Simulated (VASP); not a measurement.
# BP (zincblende type) (F-43m) in VASP: notebook

BP (zincblende type) is run at these levels: PBE; tasks: single point.

Everything below comes from runs of VASP 6.6.1. Logs are shortened: lines on timing, memory, paths and dates and some standing lists are left out, and cuts for length are marked.

**1. The cell of the first run**

The structure is cubic, space group F-43m (No. 216). Conventional cell: a = 4.077 Å, b = 4.077 Å, c = 4.077 Å, α = 90.00°, β = 90.00°, γ = 90.00°. B (site symmetry -43m) has 4 P at 1.77 Å within 2.3 Å. Within 2.3 Å of P (site symmetry -43m) lie 4 B at 1.77 Å.

**2. Single point, PBE**

File INCAR:

```
PREC     = Accurate       # precision mode
ENCUT    = 520            # plane-wave cutoff, eV
EDIFF    = 1E-6           # SCF threshold, eV
ISMEAR   = -1             # smearing method
SIGMA    = 0.08           # smearing width, eV
LREAL    = F              # projectors in reciprocal space
LASPH    = T              # aspherical terms in the spheres
NELM     = 80             # most SCF steps
ALGO     = Normal         # electronic algorithm
ISIF     = 2              # what is computed and relaxed
LWAVE    = F              # write WAVECAR
LCHARG   = T              # write CHGCAR
GGA      = PE             # functional
LELF     = T              # ELF
LVHAR    = T            
NBANDS   = 11             # bands
```

File KPOINTS:

```
Automatic mesh
0
Gamma
  15 15 15
```

File POSCAR:

```
BP
1.0
    0.0000000000      2.0383179824      2.0383179824
    2.0383179824      0.0000000000      2.0383179824
    2.0383179824      2.0383179824      0.0000000000
B P
1 1
Direct
    0.0000000000      0.0000000000      0.0000000000
    0.2500000000      0.2500000000      0.2500000000
```

Potentials or basis: VASP PAW PBE potentials, release 64 (B, P).

Started as:

```sh
> cat potpaw_PBE.64/B/POTCAR potpaw_PBE.64/P/POTCAR > POTCAR
> mpirun -np 1 vasp_std > vasp.out
```

OUTCAR:

```text
PREC = Accurate
   ENCUT = 520
   EDIFF = 1E-6
   ISMEAR = -1
   LREAL = F
   LASPH = T
   NELM = 80
   ISIF = 2
   GGA = PE

 ion  position               nearest neighbor table
   1  0.000  0.000  0.000-   2 1.77   2 1.77   2 1.77   2 1.77
   2  0.250  0.250  0.250-   1 1.77   1 1.77   1 1.77   1 1.77

  LATTYP: Found a face centered cubic cell.
 ALAT       =     4.0766359648

  Lattice vectors:

 A1 = (   0.0000000000,   2.0383179824,   2.0383179824)
 A2 = (   2.0383179824,   0.0000000000,   2.0383179824)
 A3 = (   2.0383179824,   2.0383179824,   0.0000000000)

Analysis of symmetry for initial positions (statically):
=====================================================================
 Subroutine PRICEL returns:
 Original cell was already a primitive cell.

 Routine SETGRP: Setting up the symmetry group for a
 face centered cubic supercell.

 Subroutine GETGRP returns: Found 24 space group operations
 (whereof 24 operations were pure point group operations)
 out of a pool of 48 trial point group operations.

The static configuration has the point symmetry T_d .

Analysis of symmetry for dynamics (positions and initial velocities):
=====================================================================
 Subroutine PRICEL returns:
 Original cell was already a primitive cell.

 Routine SETGRP: Setting up the symmetry group for a
 face centered cubic supercell.

 Subroutine GETGRP returns: Found 24 space group operations
 (whereof 24 operations were pure point group operations)
 out of a pool of 48 trial point group operations.

The dynamic configuration has the point symmetry T_d .

 Subroutine INISYM returns: Found 24 space group operations
 (whereof 24 operations are pure point group operations),
 and found     1 'primitive' translations

----------------------------------------------------------------------------------------

                                     Primitive cell

  volume of cell :      16.9374

  direct lattice vectors                    reciprocal lattice vectors
     0.000000000  2.038317982  2.038317982    -0.245300294  0.245300294  0.245300294
     2.038317982  0.000000000  2.038317982     0.245300294 -0.245300294  0.245300294
     2.038317982  2.038317982  0.000000000     0.245300294  0.245300294 -0.245300294

  length of vectors
     2.882616935  2.882616935  2.882616935     0.424872572  0.424872572  0.424872572

  position of ions in fractional coordinates (direct lattice)
     0.000000000  0.000000000  0.000000000
     0.250000000  0.250000000  0.250000000

  ion indices of the primitive-cell ions
   primitive index   ion index
                 1           1
                 2           2

----------------------------------------------------------------------------------------

 KPOINTS: Automatic mesh

Automatic generation of k-mesh.
 Grid dimensions read from file:
 generate k-points for:   15   15   15

 Generating k-lattice:

  Cartesian coordinates                     Fractional coordinates (reciprocal lattice)
    -0.016353353  0.016353353  0.016353353     0.066666667  0.000000000  0.000000000
     0.016353353 -0.016353353  0.016353353     0.000000000  0.066666667  0.000000000
     0.016353353  0.016353353 -0.016353353     0.000000000  0.000000000  0.066666667

  Length of vectors
     0.028324838  0.028324838  0.028324838

  Shift w.r.t. Gamma in fractional coordinates (k-lattice)
     0.000000000  0.000000000  0.000000000

 Subroutine IBZKPT returns following result:
 ===========================================

 Found    120 irreducible k-points:

 Following reciprocal coordinates:
            Coordinates               Weight
  0.000000  0.000000  0.000000      1.000000
  0.066667  0.000000  0.000000      8.000000
  0.133333  0.000000  0.000000      8.000000
  0.200000  0.000000  0.000000      8.000000
  0.266667  0.000000  0.000000      8.000000
  0.333333  0.000000  0.000000      8.000000
[... 16 lines left out ...]
  0.133333  0.133333  0.000000      6.000000
  0.200000  0.133333  0.000000     24.000000
 [... further k-points ...]
   k-points           NKPTS =    120   k-points in BZ     NKDIM =    120   number of bands    NBANDS=     11
   number of dos      NEDOS =    301   number of ions     NIONS =      2
   total plane-waves  NPLWV =  13824
   dimension x,y,z NGX =    24 NGY =   24 NGZ =   24
   dimension x,y,z NGXF=    48 NGYF=   48 NGZF=   48
   ions per type =               1   1
   NGX,Y,Z   is equivalent  to a cutoff of  13.84, 13.84, 13.84 a.u.
   NGXF,Y,Z  is equivalent  to a cutoff of  27.68, 27.68, 27.68 a.u.
 SYSTEM =  unknown system
   PREC   = accura    normal or accurate (medium, high low for compatibility)
   ISTART =      0    job   : 0-new  1-cont  2-samecut
   ICHARG =      2    charge: 1-file 2-atom 10-const
   ISPIN  =      1    spin polarized calculation?
   LNONCOLLINEAR =      F non collinear calculations
   LSORBIT =      F    spin-orbit coupling
   LASPH  =      T    aspherical Exc in radial PAW
   ENCUT  =  520.0 eV  38.22 Ry    6.18 a.u.   5.36  5.36  5.36*2*pi/ulx,y,z
   NELM   =     80;   NELMIN=  2; NELMDL= -5     # of ELM steps
   EDIFF  = 0.1E-05   stopping-criterion for ELM
   LREAL  =      F    real-space projection
   EDIFFG = 0.1E-04   stopping-criterion for IOM
   NSW    =      0    number of steps for IOM
   IBRION =     -1    ionic relax: 0-MD 1-quasi-New 2-CG
   NFREE  =      0    steps in history (QN), initial steepest desc. (CG)
   ISIF   =      2    stress and relaxation
   ISYM   =      2    0-nonsym 1-usesym 2-fastsym
   POTIM  = 0.5000    time-step for ionic-motion
   TEBEG  =    0.0;   TEEND  =   0.0 temperature during run
   PSTRESS=    0.0 pullay stress
   NELECT =       8.0000    total number of electrons
   NUPDOWN=      -1.0000    fix difference up-down
   EMIN   =  10.00;   EMAX   =-10.00  energy-range for DOS
   EFERMI =   0.00;   METHOD = LEGACY
   ISMEAR =    -1;   SIGMA  =   0.08  broadening in eV -4-tet -1-fermi 0-gaus
   EFERMI_NEDOS =   21; number of points for ismear=-14 and -15
   IALGO  =     38    algorithm
   IMIX   =      4    mixing-type and parameters
     AMIX     =   0.40;   BMIX     =  1.00
     AMIX_MAG =   1.60;   BMIX_MAG =  1.00
  volume/ion in A,a.u.               =       8.47        57.15
  Fermi-wavevector in a.u.,A,eV,Ry     =   1.274939  2.409286 22.115870  1.625471
  Thomas-Fermi vector in A             =   2.407679
   LORBIT       =      0    0 simple, 1 ext, 2 COOP (PROOUT), +10 PAW based schemes
   GGA     = PE    functional components
   LHFCALC =     F    Hartree Fock is set to
   AEXX    =    0.0000 exact exchange contribution
   IVDW    =     0    specifies the selected vdW correction
   LEPSILON=     F    determine dielectric tensor
   LRPA    =     F    only Hartree local field effects (RPA)
 non-spin polarized calculation
  energy-cutoff  :      520.00
  volume of cell :       16.94
 maximum number of plane-waves:       468
 NGX is ok and might be reduce to    24

 number of electron       8.0000000 magnetization

 Free energy of the ion-electron system (eV)
  ---------------------------------------------------
  ext. energy  EPLUGINS =         0.00000000
  ---------------------------------------------------
  free energy    TOTEN  =       -11.39298901 eV

  energy without entropy =      -11.39289426  energy(sigma->0) =      -11.39294164

 E-fermi :  11.9606     XC(G=0): -12.3414

 val. band max:       11.6372746219   @ k =   0.0000   0.0000   0.0000
 cond. band min:      12.2709423740   @ k =   0.4667   0.4667   0.0000
 fundamental gap:      0.6336677521
 Fermi energy:        11.9606180918

 k-point     1 :       0.0000    0.0000    0.0000
  band No.  band energies     occupation
      1      -6.9377      2.00000
      2      11.6373      1.96547
      3      11.6373      1.96547
      4      11.6373      1.96547
      5      15.8242      0.00000
      6      15.8242      0.00000
      7      15.8242      0.00000
      8      24.0853      0.00000
      9      24.8741      0.00000
     10      24.8741      0.00000
     11      26.1159      0.00000

 k-point     2 :       0.0667    0.0000    0.0000
  band No.  band energies     occupation
      1      -6.8350      2.00000
      2      10.8694      2.00000
      3      11.4644      1.99596
      4      11.4644      1.99596
      5      16.0715      0.00000
      6      16.0715      0.00000
      7      16.2090      0.00000
      8      24.0989      0.00000
      9      24.3701      0.00000
     10      24.3701      0.00000
     11      26.4667      0.00000

 k-point     3 :       0.1333    0.0000    0.0000
  band No.  band energies     occupation
      1      -6.5278      2.00000
      2       9.1978      2.00000
      3      11.0636      1.99997
      4      11.0636      1.99997
      5      16.6312      0.00000
      6      16.6312      0.00000
      7      16.8095      0.00000
      8      23.5644      0.00000
      9      23.5644      0.00000
     10      24.0886      0.00000
     11      27.2438      0.00000

 k-point     4 :       0.2000    0.0000    0.0000
  band No.  band energies     occupation
      1      -6.0188      2.00000
      2       7.2499      2.00000
      3      10.6129      2.00000
      4      10.6129      2.00000
      5      17.1247      0.00000
      6      17.1247      0.00000
      7      17.2124      0.00000
      8      23.2191      0.00000
      9      23.2191      0.00000
     10      23.9550      0.00000
     11      27.8784      0.00000
[... 239 lines left out ...]
 k-point    22 :      -0.0667    0.0667    0.0000
  band No.  band energies     occupation
      1      -6.6641      2.00000
      2      10.2306      2.00000
      3      10.5138      2.00000
      4      11.5524      1.98791
      5      16.0548      0.00000
      6      16.4418      0.00000
      7      16.9779      0.00000
      8      23.2914      0.00000
      9      23.5019      0.00000
     10      25.0940      0.00000
     11      27.0385      0.00000

 k-point    23 :       0.1333    0.1333    0.0000
  band No.  band energies     occupation
      1      -6.3911      2.00000
      2       9.9561      2.00000
      3       9.9561      2.00000
      4      10.4860      2.00000
      5      14.8182      0.00000
      6      18.1180      0.00000
      7      18.1180      0.00000
      8      20.4898      0.00000
      9      25.4559      0.00000
     10      25.6494      0.00000
     11      28.0319      0.00000

 k-point    24 :       0.2000    0.1333    0.0000
  band No.  band energies     occupation
      1      -6.0174      2.00000
      2       8.5946      2.00000
      3       9.4210      2.00000
      4      10.2351      2.00000
      5      14.7646      0.00000
      6      18.8521      0.00000
      7      18.9186      0.00000
      8      19.4516      0.00000
      9      25.4889      0.00000
     10      26.1872      0.00000
     11      28.8742      0.00000

 [... further k-points ...]

------------------------ aborting loop because EDIFF is reached ----------------------------------------

  FORCE on cell =-STRESS in cart. coord.  units (eV):
  Direction    XX          YY          ZZ          XY          YZ          ZX
  --------------------------------------------------------------------------------------
  -------------------------------------------------------------------------------------
  Total       10.2403439     10.2403439     10.2403439      0.0000000      0.0000000     -0.0000000
  in kB      968.6777394    968.6777394    968.6777394      0.0000000      0.0000000     -0.0000000
  external PRESSURE =     968.6777394 kB  Pullay stress =       0.0000000 kB

 VOLUME and BASIS-vectors are now :
 -----------------------------------------------------------------------------
  energy-cutoff  :      520.00
  volume of cell :       16.94
      direct lattice vectors                 reciprocal lattice vectors
     0.000000000  2.038317982  2.038317982    -0.245300294  0.245300294  0.245300294
     2.038317982  0.000000000  2.038317982     0.245300294 -0.245300294  0.245300294
     2.038317982  2.038317982  0.000000000     0.245300294  0.245300294 -0.245300294

 POSITION                                       TOTAL-FORCE (eV/Angst)
 -----------------------------------------------------------------------------------
      0.00000      0.00000      0.00000        -0.000000     -0.000000     -0.000000
      1.01916      1.01916      1.01916         0.000000      0.000000      0.000000
 -----------------------------------------------------------------------------------
    total drift:                               -0.000000     -0.000000     -0.000000

  FREE ENERGIE OF THE ION-ELECTRON SYSTEM (eV)
  ---------------------------------------------------
  free  energy   TOTEN  =       -11.3929890142 eV

  energy  without entropy=      -11.3928942568  energy(sigma->0) =      -11.39294164
```

It took 14 s on 1 thread of Intel Xeon 6975P-C, shared host; peak memory 0.15 GiB.

What came out:

* Free energy: -11.3930 eV
* Pressure: 96.9 GPa
* Band gap on the k mesh: 0.63 eV, indirect (least direct gap 4.19 eV)

 A k mesh can miss the band edges.

**3. Single point, PBE**

File INCAR:

```
ALGO = Normal ; EDIFF = 1E-7
ENCUT = 520 ; GGA = PE
ISIF = 2 ; ISMEAR = 1
LASPH = T ; LCHARG = F
LREAL = F ; LWAVE = F
NBANDS = 11 ; NELM = 100
PREC = Accurate ; SIGMA = 0.01
```

File KPOINTS:

```
k-points
0
Gamma
  15 15 15
```

POSCAR is that of step 2.

Potentials or basis: VASP PAW PBE potentials, release 64 (B, P).

Started as:

```sh
> cat potpaw_PBE.64/B/POTCAR potpaw_PBE.64/P/POTCAR > POTCAR
> mpirun -np 1 vasp_std > vasp.out
```

Run time: 12 s. Hardware: 1 thread of Intel Xeon 6975P-C, shared host; peak memory 0.15 GiB.

The run converged. Its results:

* Free energy: -11.3930 eV
* Pressure: 96.9 GPa
* Band gap on the k mesh: 0.63 eV, indirect (least direct gap 4.19 eV)

Levels at points of the mesh, in eV from the valence-band top:
| k point | band 2 | band 3 | band 4 | band 5 | band 6 | band 7 |
| --- | --- | --- | --- | --- | --- | --- |
| (0.00, 0.00, 0.00) | 0.00 | 0.00 | 0.00 | 4.19 | 4.19 | 4.19 |

**4. Single point, PBE (volume scaled by 0.8)**

File INCAR:

```
  ALGO = Normal
  EDIFF = 1E-6
  ENCUT = 520
  GGA = PE
  ISIF = 2
  ISMEAR = -1
  LASPH = True
  LCHARG = False
  LREAL = False
  LWAVE = False
  NBANDS = 11
  NELM = 80
  PREC = Accurate
  SIGMA = 0.08
```

KPOINTS is that of step 3.

File POSCAR:

```
BP
1.0
    0.0000000000      2.1111759642      2.1111759642
    2.1111759642      0.0000000000      2.1111759642
    2.1111759642      2.1111759642      0.0000000000
B P
1 1
Direct
    0.0000000000      0.0000000000      0.0000000000
    0.2500000000      0.2500000000      0.2500000000
```

Started as:

```sh
> cat potpaw_PBE.64/B/POTCAR potpaw_PBE.64/P/POTCAR > POTCAR
> mpirun -np 1 vasp_std > vasp.out
```

It took 12 s on 1 thread of Intel Xeon 6975P-C, shared host; peak memory 0.15 GiB.

It converged, with:

```yaml
Free_energy: -12.2643 eV
Pressure: 54.3 GPa
Band_gap_on_the_k_mesh: 0.86 eV, indirect (least direct gap 3.84 eV)
```

Levels at points of the mesh, in eV from the valence-band top:
```tsv
k point	band 2	band 3	band 4	band 5	band 6	band 7
(0.00, 0.00, 0.00)	0.00	0.00	0.00	3.84	3.84	3.84
```

 A k mesh can miss the band edges.

**5. The runs side by side**

```csv
cell,smearing,gap on the mesh (eV),pressure (GPa)
"a = 2.883 Å, angles 60.0°, 2 atoms",fermi-dirac 0.08 eV,0.63,96.9
"a = 2.883 Å, angles 60.0°, 2 atoms",methfessel-paxton 0.01 eV,0.63,96.9
"a = 2.986 Å, angles 60.0°, 2 atoms",fermi-dirac 0.08 eV,0.86,54.3
```

Alike in all rows: task single point; level PBE; potentials or basis VASP PAW PBE potentials, release 64 (B, P); no spin polarisation; k mesh 15 × 15 × 15; cutoff (eV) 520.

Total energies depend on the potentials used, so only differences within one code and one set of settings carry meaning.
